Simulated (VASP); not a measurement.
# VCrC2 (R-3m) in VASP: further runs, part 2 of 2

VASP 6.6.1.

### 4 Single point, PBEsol, collinear spin, ferromagnetic start

The input, INCAR:

```
  ALGO = Normal
  EDIFF = 1E-7
  ENCUT = 520
  GGA = PS
  ISIF = 2
  ISMEAR = -1
  ISPIN = 2
  LASPH = T
  LCHARG = T
  LELF = T
  LMAXMIX = 4
  LORBIT = 11
  LREAL = F
  LVHAR = T
  LWAVE = F
  MAGMOM = 1.5 1 0 0
  NBANDS = 28
  NELM = 150
  NUPDOWN = 2.5
  PREC = Accurate
  SIGMA = 0.05
```

The input, KPOINTS:

```
k-points
0
Gamma
  9 9 9
```

The input, POSCAR:

```
VCrC2
1.0
    1.4606320425      0.8432963029      4.7393853233
   -1.4606320425      0.8432963029      4.7393853233
    0.0000000000     -1.6865926058      4.7393853233
Cr V C
1 1 2
Direct
    0.5000000000      0.5000000000      0.5000000000
    0.0000000000      0.0000000000      0.0000000000
    0.2487590000      0.2487590000      0.2487590000
    0.7512410000      0.7512410000      0.7512410000
```

Potentials or basis: VASP PAW PBE potentials, release 64 (Cr_pv, V_sv, C).

The run is started by

```bash
$ cat potpaw_PBE.64/Cr_pv/POTCAR potpaw_PBE.64/V_sv/POTCAR potpaw_PBE.64/C/POTCAR > POTCAR
$ mpirun -np 1 vasp_std > vasp.out
```

OUTCAR:

```text
EDIFF = 1E-7
   ENCUT = 520
   GGA = PS
   ISIF = 2
   ISMEAR = -1
   ISPIN = 2
   LASPH = T
   LORBIT = 11
   LREAL = F
   NELM = 150
   NUPDOWN = 2.5
   PREC = Accurate

 ion  position               nearest neighbor table
   1  0.500  0.500  0.500-   3 2.05   4 2.05   3 2.05   3 2.05   4 2.05   4 2.05   2 2.91   2 2.91
                             2 2.91   2 2.91   2 2.91   2 2.91
   2  0.000  0.000  0.000-   4 2.07   3 2.07   4 2.07   4 2.07   3 2.07   3 2.07   1 2.91   1 2.91
                             1 2.91   1 2.91   1 2.91   1 2.91
   3  0.249  0.249  0.249-   1 2.05   1 2.05   1 2.05   2 2.07   2 2.07   2 2.07
   4  0.751  0.751  0.751-   1 2.05   1 2.05   1 2.05   2 2.07   2 2.07   2 2.07

  LATTYP: Found a trigonal (rhomboedric) cell.
 ALAT       =     5.0305434956
 COS(alpha) =     0.8313905832

  Lattice vectors:

 A1 = (   1.4606320425,   0.8432963029,   4.7393853233)
 A2 = (  -1.4606320425,   0.8432963029,   4.7393853233)
 A3 = (   0.0000000000,  -1.6865926058,   4.7393853233)

Analysis of symmetry for initial positions (statically):
=====================================================================
 Subroutine PRICEL returns:
 Original cell was already a primitive cell.

 Routine SETGRP: Setting up the symmetry group for a
 trigonal (rhombohedral) supercell.

 Subroutine GETGRP returns: Found 12 space group operations
 (whereof 12 operations were pure point group operations)
 out of a pool of 12 trial point group operations.

The static configuration has the point symmetry D_3d.

Analysis of symmetry for dynamics (positions and initial velocities):
=====================================================================
 Subroutine PRICEL returns:
 Original cell was already a primitive cell.

 Routine SETGRP: Setting up the symmetry group for a
 trigonal (rhombohedral) supercell.

 Subroutine GETGRP returns: Found 12 space group operations
 (whereof 12 operations were pure point group operations)
 out of a pool of 12 trial point group operations.

The dynamic configuration has the point symmetry D_3d.

Analysis of structural, dynamic, and magnetic symmetry:
=====================================================================
 Subroutine PRICEL returns:
 Original cell was already a primitive cell.

 Routine SETGRP: Setting up the symmetry group for a
 trigonal (rhombohedral) supercell.

 Subroutine GETGRP returns: Found 12 space group operations
 (whereof 12 operations were pure point group operations)
 out of a pool of 12 trial point group operations.

The overall configuration has the point symmetry D_3d.

 Subroutine INISYM returns: Found 12 space group operations
 (whereof 12 operations are pure point group operations),
 and found     1 'primitive' translations

----------------------------------------------------------------------------------------

                                     Primitive cell

  volume of cell :      35.0263

  direct lattice vectors                    reciprocal lattice vectors
     1.460632042  0.843296303  4.739385323     0.342317562  0.197637137  0.070332609
[... 86 lines left out ...]
   LSORBIT =      F    spin-orbit coupling
   LASPH  =      T    aspherical Exc in radial PAW
   ENCUT  =  520.0 eV  38.22 Ry    6.18 a.u.   9.35  9.35  9.35*2*pi/ulx,y,z
   NELM   =    150;   NELMIN=  2; NELMDL= -5     # of ELM steps
   EDIFF  = 0.1E-06   stopping-criterion for ELM
   LREAL  =      F    real-space projection
   EDIFFG = 0.1E-05   stopping-criterion for IOM
   NSW    =      0    number of steps for IOM
   IBRION =     -1    ionic relax: 0-MD 1-quasi-New 2-CG
   NFREE  =      0    steps in history (QN), initial steepest desc. (CG)
   ISIF   =      2    stress and relaxation
   ISYM   =      2    0-nonsym 1-usesym 2-fastsym
   POTIM  = 0.5000    time-step for ionic-motion
   TEBEG  =    0.0;   TEEND  =   0.0 temperature during run
   PSTRESS=    0.0 pullay stress
   NELECT =      33.0000    total number of electrons
   NUPDOWN=       2.5000    fix difference up-down
   EMIN   =  10.00;   EMAX   =-10.00  energy-range for DOS
   EFERMI =   0.00;   METHOD = LEGACY
   ISMEAR =    -1;   SIGMA  =   0.05  broadening in eV -4-tet -1-fermi 0-gaus
   EFERMI_NEDOS =   21; number of points for ismear=-14 and -15
   IALGO  =     38    algorithm
   IMIX   =      4    mixing-type and parameters
     AMIX     =   0.40;   BMIX     =  1.00
     AMIX_MAG =   1.60;   BMIX_MAG =  1.00
  volume/ion in A,a.u.               =       8.76        59.09
  Fermi-wavevector in a.u.,A,eV,Ry     =   1.604900  3.032822 35.044592  2.575705
  Thomas-Fermi vector in A             =   2.701332
   LORBIT       =     11    0 simple, 1 ext, 2 COOP (PROOUT), +10 PAW based schemes
   GGA     = PS    functional components
   LHFCALC =     F    Hartree Fock is set to
   AEXX    =    0.0000 exact exchange contribution
   IVDW    =     0    specifies the selected vdW correction
   LEPSILON=     F    determine dielectric tensor
   LRPA    =     F    only Hartree local field effects (RPA)
 spin polarized calculation
  energy-cutoff  :      520.00
  volume of cell :       35.03
 maximum number of plane-waves:       966
 NGX is ok and might be reduce to    40
   NGX = 19   NGY = 19   NGZ = 19

 number of electron      32.9999997 magnetization       2.4999999

 Free energy of the ion-electron system (eV)
  ---------------------------------------------------
  ext. energy  EPLUGINS =         0.00000000
  ---------------------------------------------------
  free energy    TOTEN  =       -39.75581187 eV

  energy without entropy =      -39.73583698  energy(sigma->0) =      -39.74582443

 E-fermi :  10.4185     XC(G=0): -13.6978

 val. band max:       11.0960648577   @ k =  -0.2222   0.4444   0.1111
 cond. band min:      10.4331085852   @ k =   0.4444   0.3333   0.3333
 fundamental gap:     -0.6629562725
 Fermi energy:        11.1044398580

 spin component 1

 k-point     1 :       0.0000    0.0000    0.0000
  band No.  band energies     occupation
      1     -53.9965      1.00000
      2     -33.2443      1.00000
      3     -33.0662      1.00000
      4     -33.0662      1.00000
      5     -28.0095      1.00000
      6     -27.7982      1.00000
[... 733 lines left out ...]
     27      19.2526      0.00000
     28      22.0450      0.00000

 [... further k-points ...]

 spin component 2

 k-point     1 :       0.0000    0.0000    0.0000
  band No.  band energies     occupation
      1     -53.3536      1.00000
      2     -31.3877      1.00000
      3     -31.1113      1.00000
      4     -31.1113      1.00000
      5     -27.3811      1.00000
      6     -27.1595      1.00000
[... 733 lines left out ...]
     27      19.4985      0.00000
     28      22.5714      0.00000

 [... further k-points ...]

------------------------ aborting loop because EDIFF is reached ----------------------------------------

  FORCE on cell =-STRESS in cart. coord.  units (eV):
  Direction    XX          YY          ZZ          XY          YZ          ZX
  --------------------------------------------------------------------------------------
  -------------------------------------------------------------------------------------
  Total       -0.0608288     -0.0608288     -1.1176906      0.0000000     -0.0000000      0.0000000
  in kB       -2.7824405     -2.7824405    -51.1255359      0.0000000     -0.0000000      0.0000000
  external PRESSURE =     -18.8968056 kB  Pullay stress =       0.0000000 kB

 VOLUME and BASIS-vectors are now :
 -----------------------------------------------------------------------------
  energy-cutoff  :      520.00
  volume of cell :       35.03
      direct lattice vectors                 reciprocal lattice vectors
     1.460632042  0.843296303  4.739385323     0.342317562  0.197637137  0.070332609
    -1.460632042  0.843296303  4.739385323    -0.342317562  0.197637137  0.070332609
     0.000000000 -1.686592606  4.739385323     0.000000000 -0.395274273  0.070332609

 POSITION                                       TOTAL-FORCE (eV/Angst)
 -----------------------------------------------------------------------------------
      0.00000      0.00000      7.10908         0.000000      0.000000      0.000000
      0.00000      0.00000      0.00000        -0.000000      0.000000      0.000000
      0.00000      0.00000      3.53689         0.000000     -0.000000      0.077932
      0.00000      0.00000     10.68126         0.000000      0.000000     -0.077932
 -----------------------------------------------------------------------------------
    total drift:                                0.000000      0.000000      0.000000

  FREE ENERGIE OF THE ION-ELECTRON SYSTEM (eV)
  ---------------------------------------------------
  free  energy   TOTEN  =       -39.7558118678 eV

  energy  without entropy=      -39.7358369822  energy(sigma->0) =      -39.74582443

 total charge

# of ion       s       p       d       tot
------------------------------------------
    1        0.326   6.450   4.349  11.125
    2        2.270   6.332   3.199  11.802
    3        0.888   1.519   0.000   2.407
    4        0.888   1.519   0.000   2.407
--------------------------------------------------
tot          4.373  15.820   7.549  27.741

 magnetization (x)

# of ion       s       p       d       tot
------------------------------------------
    1        0.008   0.017   1.845   1.870
    2        0.002   0.001   0.630   0.633
    3       -0.008  -0.041   0.000  -0.050
    4       -0.008  -0.041   0.000  -0.050
--------------------------------------------------
tot         -0.007  -0.064   2.475   2.404
```

stdout:

```text
POSCAR found type information on POSCAR CrV C
 POSCAR found :  3 types and       4 ions
 scaLAPACK will be used
 -----------------------------------------------------------------------------
|                                                                             |
|                                                                             |
|     You enforced a specific xc type in the INCAR file but a different       |
|     I HOPE YOU KNOW WHAT YOU ARE DOING!                                     |
|                                                                             |
 -----------------------------------------------------------------------------

 LDA part: xc-table for (Slater+PW92), standard interpolation
 POSCAR, INCAR and KPOINTS ok, starting setup
 FFT: planning ... GRIDC
 FFT: planning ... GRID_SOFT
 FFT: planning ... GRID
 WAVECAR not read
 entering main loop
```

Run time: 11 min. Hardware: 1 thread of Intel Xeon 8259CL, shared host; peak memory 0.38 GiB.

Results:

| Quantity | Value |
| --- | --- |
| Free energy | -39.7558 eV |
| Pressure | -1.9 GPa |
| Largest force | 0.078 eV/Å |
| Net moment | 2.50 μB per cell |
| Site moments | Cr +1.87; V +0.63; C -0.05 μB |
| Valence electrons inside the program's atomic spheres | Cr 11.12; V 11.80; C 2.41 |

Forces in eV/Å, atoms in the order of the input:
```
Cr   0.000  0.000  0.000
V    0.000  0.000  0.000
C    0.000  0.000  0.078
C    0.000  0.000 -0.078
```

Caveat: the PAW data sets were made with another functional, which shifts forces and pressure a little; the total moment is fixed, so each spin has its own Fermi level and the state may be an excited one.

### 5 Single point, PBEsol, collinear spin, ferromagnetic start

The input, INCAR:

```
SYSTEM = VCrC2
PREC     = Accurate       ! precision mode
ENCUT    = 520            ! plane-wave cutoff, eV
EDIFF    = 1E-7           ! SCF threshold, eV
ISMEAR   = -1             ! smearing method
SIGMA    = 0.05           ! smearing width, eV
LREAL    = .FALSE.        ! projectors in reciprocal space
LASPH    = .TRUE.         ! aspherical terms in the spheres
NELM     = 150            ! most SCF steps
ALGO     = Normal         ! electronic algorithm
ISIF     = 2              ! what is computed and relaxed
LWAVE    = .FALSE.        ! write WAVECAR
LCHARG   = .TRUE.         ! write CHGCAR
ISPIN    = 2              ! spin polarisation
MAGMOM   = 2.28 1.52 0 0  ! initial moments
LORBIT   = 11             ! projections on sites
NUPDOWN  = 3.8            ! fixed moment
LMAXMIX  = 4              ! l up to which the mixer works
GGA      = PS             ! functional
LELF     = .TRUE.         ! ELF
LVHAR    = .TRUE.       
NBANDS   = 28             ! bands
```

The input, KPOINTS:

```
regular mesh
0
G
  9 9 9
  0 0 0
```

POSCAR is that of step 4.

The run is started by

```bash
$ cat potpaw_PBE.64/Cr_pv/POTCAR potpaw_PBE.64/V_sv/POTCAR potpaw_PBE.64/C/POTCAR > POTCAR
$ mpirun -np 1 vasp_std > vasp.out
```

It took 11 min on 1 thread of Intel Xeon 8259CL, shared host; peak memory 0.38 GiB.

It converged, with:

* Free energy: -38.6910 eV
* Pressure: 9.0 GPa
* Largest force: 0.140 eV/Å
* Net moment: 3.80 μB per cell
* Site moments: Cr +2.28; V +1.14; C +0.04 μB
* Valence electrons inside the program's atomic spheres: Cr 11.14; V 11.84; C 2.41

Forces on the atoms (eV/Å):
```
Cr   0.000  0.000  0.000
V    0.000  0.000  0.000
C    0.000  0.000  0.140
C    0.000  0.000 -0.140
```

Stress tensor (GPa, compression positive):
```
9.10 0.00 0.00
0.00 9.10 0.00
0.00 0.00 8.67
```

Caveat: the cell stands under pressure; the PAW data sets were made with another functional, which shifts forces and pressure a little; the total moment is fixed, so each spin has its own Fermi level and the state may be an excited one.

### 6 The runs side by side

| spin | fixed moment (μB) | pressure (GPa) | moment (μB) | largest force (eV/Å) |
| --- | --- | --- | --- | --- |
| collinear, zero start | 0.0 | -11.5 | 0.00 | 0.02 |
| collinear, ferromagnetic start | 1.2 | -8.4 | 1.20 | 0.05 |
| collinear, ferromagnetic start | 2.5 | -1.9 | 2.50 | 0.08 |
| collinear, ferromagnetic start | 3.8 | 9.0 | 3.80 | 0.14 |

Alike in all rows: task single point; level PBEsol; potentials or basis VASP PAW PBE potentials, release 64 (Cr_pv, V_sv, C); cell as given; k mesh 9 × 9 × 9; cutoff (eV) 520; smearing fermi-dirac 0.05 eV.

Caveats: the PAW data sets were made with another functional, which shifts forces and pressure a little; the total moment is fixed, so each spin has its own Fermi level and the state may be an excited one (at least some runs); the cell stands under tension (at least some runs); the total moment is fixed, so each spin has its own Fermi level (at least some runs); the cell stands under pressure (at least some runs).

Absolute energies hang on the potentials; compare differences alone.
